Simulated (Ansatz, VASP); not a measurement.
## One calculation of AgCl, two programs

```xyz
2
Lattice="0.0000 2.7731 2.7731 2.7731 0.0000 2.7731 2.7731 2.7731 0.0000" Properties=species:S:1:pos:R:3 pbc="T T T"
Ag    2.7731    2.7731    2.6982
Cl    0.0000    0.0000    0.0000
```

Change from the starting cell: all Ag atoms moved +0.075 Å, as atom 1 towards its neighbour atom 2 (Cl) at 2.773 Å.

Alike in both runs: task single point; functional r2SCAN; k mesh 8 × 8 × 8; occupations gaussian, width 0.05 eV; no spin polarisation.

|  | VASP | Ansatz |
| --- | --- | --- |
| version | VASP 6.6.1 | Ansatz 0.2.0 |
| potentials or method | VASP PAW PBE potentials, release 64 (Ag, Cl), cutoff 520 eV | scalar-relativistic, plane waves, PAW |
| valence electrons in the cell | 18 | 26 |

Ansatz gave:

| Property | Result |
| --- | --- |
| gap on the k mesh at the Fermi level (eV) | 1.48 |
| least direct gap on the mesh (eV) | 3.59 |
| pressure (GPa) | 0.1 |
| traceless stress, the component that is largest in VASP (GPa) | 0.19 |
| rms of the force components (eV/Å) | 0.058 |

**Question.** What did VASP give for the same quantities?

**Answer.** gap on the k mesh at the Fermi level (eV): 1.43; least direct gap on the mesh (eV): 3.54; pressure (GPa): 0.0; traceless stress, the component that is largest in VASP (GPa): 0.19; rms of the force components (eV/Å): 0.058.

VASP's potentials were made for PBE, not for r2SCAN. Atom by atom the forces differ by 0.001 eV/Å (rms over components). VASP's potentials hold 18 valence electrons a cell and Ansatz's 26, so a difference there can come from the potentials and not from the codes.
